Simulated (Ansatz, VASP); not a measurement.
## One calculation of Si2Ni, two programs

File INCAR:

```
SYSTEM = Si2Ni
  PREC = Accurate
  ENCUT = 600
  EDIFF = 1E-7
  ISMEAR = 0
  SIGMA = 0.1
  LREAL = .FALSE.
  LASPH = .TRUE.
  NELM = 100
  ALGO = Normal
  ISIF = 3
  LWAVE = .FALSE.
  LCHARG = .FALSE.
  GGA = PE
  IVDW = 12
  IBRION = 2
  NSW = 100
  EDIFFG = -0.01
```

KPOINTS

```
Automatic mesh
0
G
  14 14 14
  0 0 0
```

File POSCAR:

```
Si2Ni
1.0
    0.0000000000      2.6931550500      2.6931550500
    2.6931550500      0.0000000000      2.6931550500
    2.6931550500      2.6931550500      0.0000000000
Si Ni
2 1
Direct
    0.2500000000      0.2500000000      0.2500000000
    0.7500000000      0.7500000000      0.7500000000
    0.0000000000      0.0000000000      0.0000000000
```

Input for Ansatz:

```yaml
crystal:
  lattice:
    - [0.0, 2.69315505, 2.69315505]
    - [2.69315505, 0.0, 2.69315505]
    - [2.69315505, 2.69315505, 0.0]
  atoms:
    - { symbol: Si, position: [0.25, 0.25, 0.25] }
    - { symbol: Si, position: [0.75, 0.75, 0.75] }
    - { symbol: Ni, position: [0.0, 0.0, 0.0] }
basis:
  ecutwfc: 420
kpoints:
  mp_grid: { grid: [14, 14, 14] }
hamiltonian:
  xc: pbe
  dispersion: d3bj
scf:
  occupations: { method: gaussian, width: 0.1 }
output:
  forces: true
  stress: true
  eigenvalues: true
  write_density: true
  write_potential: true
  elf: true
  volumetric_format: npy
relax:
  adjacent_minimum: "off"
  f_tol: 0.01
  max_steps: 80
  cell: { stress_tol: 0.05 }
```

Alike in both runs: task relaxation of cell and atoms; functional PBE; dispersion D3(BJ); k mesh 14 × 14 × 14; occupations gaussian, width 0.1 eV; no spin polarisation.

|  | VASP | Ansatz |
| --- | --- | --- |
| version | VASP 6.6.1 | Ansatz 0.2.0 |
| potentials or method | VASP PAW PBE potentials, release 64 (Si, Ni), cutoff 600 eV | scalar-relativistic, plane waves, PAW |
| valence electrons in the cell | 18 | 26 |

```tsv
	VASP	Ansatz	Ansatz less VASP
gap on the k mesh at the Fermi level, each at its own relaxed structure (eV)	none	none	-
relaxed volume (Å³/atom)	12.98	12.99	+0.006
relaxed cell length with the largest relative difference (Å)	3.805	3.805	+0.0006
```

A gap of «none» marks a metal or a gap that the smearing closes. VASP's potentials hold 18 valence electrons a cell and Ansatz's 26, so a difference there can come from the potentials and not from the codes.
